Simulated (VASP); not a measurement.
**ZnSe (zincblende type): relaxation of cell and atoms with PBE**

The system is ZnSe (zincblende type).

```xyz
2
Lattice="0.0000 2.7607 2.7607 2.7607 0.0000 2.7607 2.7607 2.7607 0.0000" Properties=species:S:1:pos:R:3 pbc="T T T"
Zn    0.0000    0.0000    0.0000
Se    1.3803    1.3803    1.3803
```

```yaml
Program: VASP 6.6.1
Task: relaxation of cell and atoms
Functional: PBE
Potentials_or_basis: VASP PAW PBE potentials, release 64 (Zn, Se)
Cutoff: 600 eV
k_mesh: 12 × 12 × 12
Occupations: fermi-dirac, width 0.05 eV
Spin: no spin polarisation
Target_pressure: 6.1 GPa
Dipole_correction: no
Further_INCAR_settings: ALGO = Normal; EDIFF = 1e-07; IBRION = 2; EDIFFG = -0.005; NSW = 60; ISIF = 3
```

| Property | Result |
| --- | --- |
| Relaxed volume | 21.63 Å³/atom |
| Relaxed cell | a = 3.941 Å, b = 3.941 Å, c = 3.941 Å, α = 60.00°, β = 60.00°, γ = 60.00° |
| Space group after relaxing (to 0.1 Å) | F-43m (No. 216) |
| Energy change on relaxing (the run minimises the enthalpy) | -27.0 meV/atom |
| Ionic steps | 3 |
| Pressure after relaxing | 6.1 GPa |
| Band gap on the k mesh | 1.50 eV |

Step by step:
```
step  energy change (eV)  largest force (eV/Å)  pressure (GPa)  volume (Å³)
   1              0.0000                0.0000            8.55        42.08
   2             -0.0809                0.0000            4.64        44.07
   3             -0.0539                0.0000            6.11        43.27
```

Final structure:
```
CELL_PARAMETERS angstrom
0.00000 2.78637 2.78637
2.78637 0.00000 2.78637
2.78637 2.78637 0.00000
ATOMIC_POSITIONS crystal
Zn 0.00000 0.00000 0.00000
Se 0.25000 0.25000 0.25000
```

Levels at points of the mesh, in eV from the valence-band top:
```csv
k point,band 6,band 7,band 8,band 9,band 10,band 11,band 12,band 13
"(0.00, 0.00, 0.00)",-6.33,0.00,0.00,0.00,1.50,5.78,5.78,5.78
"(0.50, 0.00, 0.00)",-6.15,-5.56,-0.94,-0.94,2.63,6.37,6.37,8.71
"(0.50, 0.50, 0.00)",-6.13,-4.98,-2.37,-2.37,2.86,3.45,11.12,11.60
```

Run time: 51 s on 1 thread of Intel(R) Xeon(R) Platinum 8488C (Sapphire Rapids) (shared host), peak memory 0.22 GiB.

Caveat: the cell is relaxed towards a set pressure, so the run minimises the enthalpy, not the energy.
